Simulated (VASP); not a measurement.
# TaSi (CsCl type) (Pm-3m) in VASP: a series of runs

The runs below take TaSi (CsCl type) through single point, with PBEsol.

Program: VASP 6.6.1. These are calculated values, not measurements. Logs are shortened: lines on timing, memory, paths and dates and some standing lists are left out, and cuts for length are marked.

## Step 1: The cell of the first run

Symmetry: Pm-3m, No. 221, cubic system. The conventional cell has a = 2.707 Å, b = 2.707 Å, c = 2.707 Å, α = 90.00°, β = 90.00°, γ = 90.00°. Within 3.1 Å of Ta (site symmetry m-3m) lie 8 Si at 2.34 Å and 6 Ta at 2.71 Å. Within 3.1 Å of Si (site symmetry m-3m) lie 8 Ta at 2.34 Å and 6 Si at 2.71 Å.

## Step 2: Single point, PBEsol (9.91 Å³/atom)

INCAR reads:

```
SYSTEM = TaSi
ALGO = Normal
EDIFF = 1E-6
ENCUT = 520
GGA = PS
ISIF = 2
ISMEAR = -1
LASPH = .TRUE.
LCHARG = .FALSE.
LREAL = .FALSE.
LWAVE = .FALSE.
NBANDS = 14
NELM = 60
PREC = Accurate
SIGMA = 0.05
```

KPOINTS reads:

```
k-points
0
G
  14 14 14
  0 0 0
```

POSCAR reads:

```
TaSi
1.0
    2.7065289690      0.0000000000      0.0000000000
    0.0000000000      2.7065289690      0.0000000000
    0.0000000000      0.0000000000      2.7065289690
Ta Si
1 1
Direct
    0.0000000000      0.0000000000      0.0000000000
    0.5000000000      0.5000000000      0.5000000000
```

Potentials or basis: VASP PAW PBE potentials, release 64 (Ta_pv, Si).

The run is started by

```bash
> cat potpaw_PBE.64/Ta_pv/POTCAR potpaw_PBE.64/Si/POTCAR > POTCAR
> mpirun -np 1 vasp_std > vasp.out
```

OUTCAR:

```text
SYSTEM = TaSi
   EDIFF = 1E-6
   ENCUT = 520
   GGA = PS
   ISIF = 2
   ISMEAR = -1
   LASPH = .TRUE.
   LREAL = .FALSE.
   NELM = 60
   PREC = Accurate

 ion  position               nearest neighbor table
   1  0.000  0.000  0.000-   2 2.34   2 2.34   2 2.34   2 2.34   2 2.34   2 2.34   2 2.34   2 2.34

   2  0.500  0.500  0.500-   1 2.34   1 2.34   1 2.34   1 2.34   1 2.34   1 2.34   1 2.34   1 2.34

  LATTYP: Found a simple cubic cell.
 ALAT       =     2.7065289690

  Lattice vectors:

 A1 = (   2.7065289690,   0.0000000000,   0.0000000000)
 A2 = (   0.0000000000,   2.7065289690,   0.0000000000)
 A3 = (   0.0000000000,   0.0000000000,   2.7065289690)

Analysis of symmetry for initial positions (statically):
=====================================================================
 Subroutine PRICEL returns:
 Original cell was already a primitive cell.

 Routine SETGRP: Setting up the symmetry group for a
 simple cubic supercell.

 Subroutine GETGRP returns: Found 48 space group operations
 (whereof 48 operations were pure point group operations)
 out of a pool of 48 trial point group operations.

The static configuration has the point symmetry O_h .

Analysis of symmetry for dynamics (positions and initial velocities):
=====================================================================
 Subroutine PRICEL returns:
 Original cell was already a primitive cell.

 Routine SETGRP: Setting up the symmetry group for a
 simple cubic supercell.

 Subroutine GETGRP returns: Found 48 space group operations
 (whereof 48 operations were pure point group operations)
 out of a pool of 48 trial point group operations.

The dynamic configuration has the point symmetry O_h .

 Subroutine INISYM returns: Found 48 space group operations
 (whereof 48 operations are pure point group operations),
 and found     1 'primitive' translations

----------------------------------------------------------------------------------------

                                     Primitive cell

  volume of cell :      19.8261

  direct lattice vectors                    reciprocal lattice vectors
     2.706528969  0.000000000  0.000000000     0.369476925  0.000000000  0.000000000
     0.000000000  2.706528969  0.000000000     0.000000000  0.369476925  0.000000000
     0.000000000  0.000000000  2.706528969     0.000000000  0.000000000  0.369476925

  length of vectors
     2.706528969  2.706528969  2.706528969     0.369476925  0.369476925  0.369476925

  position of ions in fractional coordinates (direct lattice)
     0.000000000  0.000000000  0.000000000
     0.500000000  0.500000000  0.500000000

  ion indices of the primitive-cell ions
   primitive index   ion index
                 1           1
                 2           2

----------------------------------------------------------------------------------------

 KPOINTS: k-points

Automatic generation of k-mesh.
 Grid dimensions read from file:
 generate k-points for:   14   14   14

 Generating k-lattice:

  Cartesian coordinates                     Fractional coordinates (reciprocal lattice)
     0.026391209  0.000000000  0.000000000     0.071428571  0.000000000  0.000000000
     0.000000000  0.026391209  0.000000000     0.000000000  0.071428571  0.000000000
     0.000000000  0.000000000  0.026391209     0.000000000  0.000000000  0.071428571

  Length of vectors
     0.026391209  0.026391209  0.026391209

  Shift w.r.t. Gamma in fractional coordinates (k-lattice)
     0.000000000  0.000000000  0.000000000

 Subroutine IBZKPT returns following result:
 ===========================================

 Found    120 irreducible k-points:

 Following reciprocal coordinates:
            Coordinates               Weight
  0.000000  0.000000  0.000000      1.000000
  0.071429  0.000000  0.000000      6.000000
  0.142857  0.000000  0.000000      6.000000
  0.214286  0.000000  0.000000      6.000000
  0.285714  0.000000  0.000000      6.000000
  0.357143  0.000000  0.000000      6.000000
[... 16 lines left out ...]
  0.285714  0.214286  0.000000     24.000000
  0.357143  0.214286  0.000000     24.000000
 [... further k-points ...]
   k-points           NKPTS =    120   k-points in BZ     NKDIM =    120   number of bands    NBANDS=     14
   number of dos      NEDOS =    301   number of ions     NIONS =      2
   total plane-waves  NPLWV =   8000
   dimension x,y,z NGX =    20 NGY =   20 NGZ =   20
   dimension x,y,z NGXF=    40 NGYF=   40 NGZF=   40
   ions per type =               1   1
   NGX,Y,Z   is equivalent  to a cutoff of  12.28, 12.28, 12.28 a.u.
   NGXF,Y,Z  is equivalent  to a cutoff of  24.57, 24.57, 24.57 a.u.
 SYSTEM =  TaSi
   PREC   = accura    normal or accurate (medium, high low for compatibility)
   ISTART =      0    job   : 0-new  1-cont  2-samecut
   ICHARG =      2    charge: 1-file 2-atom 10-const
   ISPIN  =      1    spin polarized calculation?
   LNONCOLLINEAR =      F non collinear calculations
   LSORBIT =      F    spin-orbit coupling
   LASPH  =      T    aspherical Exc in radial PAW
   ENCUT  =  520.0 eV  38.22 Ry    6.18 a.u.   5.03  5.03  5.03*2*pi/ulx,y,z
   NELM   =     60;   NELMIN=  2; NELMDL= -5     # of ELM steps
   EDIFF  = 0.1E-05   stopping-criterion for ELM
   LREAL  =      F    real-space projection
   EDIFFG = 0.1E-04   stopping-criterion for IOM
   NSW    =      0    number of steps for IOM
   IBRION =     -1    ionic relax: 0-MD 1-quasi-New 2-CG
   NFREE  =      0    steps in history (QN), initial steepest desc. (CG)
   ISIF   =      2    stress and relaxation
   ISYM   =      2    0-nonsym 1-usesym 2-fastsym
   POTIM  = 0.5000    time-step for ionic-motion
   TEBEG  =    0.0;   TEEND  =   0.0 temperature during run
   PSTRESS=    0.0 pullay stress
   NELECT =      15.0000    total number of electrons
   NUPDOWN=      -1.0000    fix difference up-down
   EMIN   =  10.00;   EMAX   =-10.00  energy-range for DOS
   EFERMI =   0.00;   METHOD = LEGACY
   ISMEAR =    -1;   SIGMA  =   0.05  broadening in eV -4-tet -1-fermi 0-gaus
   EFERMI_NEDOS =   21; number of points for ismear=-14 and -15
   IALGO  =     38    algorithm
   IMIX   =      4    mixing-type and parameters
     AMIX     =   0.40;   BMIX     =  1.00
     AMIX_MAG =   1.60;   BMIX_MAG =  1.00
  volume/ion in A,a.u.               =       9.91        66.90
  Fermi-wavevector in a.u.,A,eV,Ry     =   1.491738  2.818976 30.276806  2.225282
  Thomas-Fermi vector in A             =   2.604355
   LORBIT       =      0    0 simple, 1 ext, 2 COOP (PROOUT), +10 PAW based schemes
   GGA     = PS    functional components
   LHFCALC =     F    Hartree Fock is set to
   AEXX    =    0.0000 exact exchange contribution
   IVDW    =     0    specifies the selected vdW correction
   LEPSILON=     F    determine dielectric tensor
   LRPA    =     F    only Hartree local field effects (RPA)
 non-spin polarized calculation
  energy-cutoff  :      520.00
  volume of cell :       19.83
 maximum number of plane-waves:       554
   NGX = 11   NGY = 11   NGZ = 11

 number of electron      15.0000003 magnetization

 Free energy of the ion-electron system (eV)
  ---------------------------------------------------
  ext. energy  EPLUGINS =         0.00000000
  ---------------------------------------------------
  free energy    TOTEN  =       -13.92223874 eV

  energy without entropy =      -13.91416028  energy(sigma->0) =      -13.91819951

 E-fermi :  13.5741     XC(G=0): -14.5383

 val. band max:       13.5625383270   @ k =   0.2143   0.1429   0.0714
 cond. band min:      13.5994587333   @ k =   0.4286   0.4286   0.0000
 fundamental gap:      0.0369204063
 Fermi energy:        13.5740572084

 k-point     1 :       0.0000    0.0000    0.0000
  band No.  band energies     occupation
      1     -19.3070      2.00000
      2     -19.3070      2.00000
      3     -19.3070      2.00000
      4      -1.4839      2.00000
      5       7.9540      2.00000
      6       7.9540      2.00000
      7      17.7920      0.00000
      8      17.7920      0.00000
      9      17.7920      0.00000
     10      17.8805      0.00000
     11      17.8805      0.00000
     12      17.8805      0.00000
     13      26.6822      0.00000
     14      26.6822      0.00000

 k-point     2 :       0.0714    0.0000    0.0000
  band No.  band energies     occupation
      1     -19.4062      2.00000
      2     -19.2984      2.00000
      3     -19.2984      2.00000
      4      -1.3103      2.00000
      5       8.0346      2.00000
      6       8.0441      2.00000
      7      16.4402      0.00000
      8      16.4402      0.00000
      9      17.6174      0.00000
     10      17.8477      0.00000
     11      19.2227      0.00000
     12      19.2227      0.00000
     13      25.8707      0.00000
     14      26.9565      0.00000

 k-point     3 :       0.1429    0.0000    0.0000
  band No.  band energies     occupation
      1     -19.6760      2.00000
      2     -19.2745      2.00000
      3     -19.2745      2.00000
      4      -0.8166      2.00000
      5       8.2232      2.00000
      6       8.2717      2.00000
      7      15.1132      0.00000
      8      15.1132      0.00000
      9      17.1204      0.00000
     10      18.0084      0.00000
     11      20.5349      0.00000
     12      20.5349      0.00000
     13      24.1660      0.00000
     14      27.5139      0.00000
[... 324 lines left out ...]
 k-point    23 :       0.2857    0.2143    0.0000
  band No.  band energies     occupation
      1     -20.3309      2.00000
      2     -19.8862      2.00000
      3     -19.1336      2.00000
      4       1.9336      2.00000
      5       7.4928      2.00000
      6       9.5628      2.00000
      7      11.9678      2.00000
      8      13.3299      1.98496
      9      15.5429      0.00000
     10      18.8006      0.00000
     11      20.2511      0.00000
     12      24.1410      0.00000
     13      25.7905      0.00000
     14      28.7275      0.00000

 k-point    24 :       0.3571    0.2143    0.0000
  band No.  band energies     occupation
      1     -20.6474      2.00000
      2     -19.8395      2.00000
      3     -19.0983      2.00000
      4       2.7558      2.00000
      5       6.6451      2.00000
      6       9.9278      2.00000
      7      11.8333      2.00000
      8      12.7320      2.00000
      9      15.7141      0.00000
     10      19.6259      0.00000
     11      20.7146      0.00000
     12      23.4995      0.00000
     13      25.3832      0.00000
     14      27.9751      0.00000

 [... further k-points ...]

------------------------ aborting loop because EDIFF is reached ----------------------------------------

  FORCE on cell =-STRESS in cart. coord.  units (eV):
  Direction    XX          YY          ZZ          XY          YZ          ZX
  --------------------------------------------------------------------------------------
  -------------------------------------------------------------------------------------
  Total       24.6936081     24.6936081     24.6936081      0.0000000      0.0000000      0.0000000
  in kB     1995.5246352   1995.5246352   1995.5246352      0.0000000      0.0000000      0.0000000
  external PRESSURE =    1995.5246352 kB  Pullay stress =       0.0000000 kB

 VOLUME and BASIS-vectors are now :
 -----------------------------------------------------------------------------
  energy-cutoff  :      520.00
  volume of cell :       19.83
      direct lattice vectors                 reciprocal lattice vectors
     2.706528969  0.000000000  0.000000000     0.369476925  0.000000000  0.000000000
     0.000000000  2.706528969  0.000000000     0.000000000  0.369476925  0.000000000
     0.000000000  0.000000000  2.706528969     0.000000000  0.000000000  0.369476925

 POSITION                                       TOTAL-FORCE (eV/Angst)
 -----------------------------------------------------------------------------------
      0.00000      0.00000      0.00000         0.000000      0.000000      0.000000
      1.35326      1.35326      1.35326         0.000000      0.000000      0.000000
 -----------------------------------------------------------------------------------
    total drift:                               -0.000000      0.000000      0.000000

  FREE ENERGIE OF THE ION-ELECTRON SYSTEM (eV)
  ---------------------------------------------------
  free  energy   TOTEN  =       -13.9222387422 eV

  energy  without entropy=      -13.9141602751  energy(sigma->0) =      -13.91819951
```

Run time: 22 s. Hardware: 1 thread of Intel Xeon 8259CL, shared host; peak memory 0.15 GiB.

What came out:

* Free energy: -13.9222 eV
* Pressure: 199.6 GPa
* Band gap on the k mesh: zero (an odd number of electrons rules out a gap without spin polarisation)

Caveat: the cell stands under pressure; the PAW data sets were made with another functional, which shifts forces and pressure a little; spin-orbit coupling is left out, which moves the levels of the heavy elements.

(Part 1 of 2 ends here.)
